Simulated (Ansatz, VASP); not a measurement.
# Two plane-wave programs on Cu

```
Cu
1.0
     0.00000    1.75882    1.75882
     1.75882    0.00000    1.75882
     1.75882    1.75882    0.00000
Cu
1
Direct
  0.00000 0.00000 0.00000
```

Alike in both runs: task single point; functional LDA; k mesh 15 × 15 × 15; no spin polarisation.

|  | VASP | Ansatz |
| --- | --- | --- |
| version | VASP 6.6.1 | Ansatz 0.2.0 |
| potentials or method | VASP PAW LDA potentials, release 64 (Cu), cutoff 520 eV | plane waves (420 eV) with PAW, scalar-relativistic |
| occupations | methfessel-paxton of order 1, width 0.2 eV | cold, width 0.2 eV |
| valence electrons in the cell | 11 | 19 |

```csv
,VASP,Ansatz,Ansatz less VASP
pressure (GPa),0.7,-0.1,-0.78
```

Ansatz warns that its potentials were made for another functional, while VASP's fit it. LDA's correlation is that of Perdew and Zunger in VASP and of Perdew and Wang (1992) in Ansatz. VASP's potentials hold 11 valence electrons a cell and Ansatz's 19, so a difference there can come from the potentials and not from the codes.
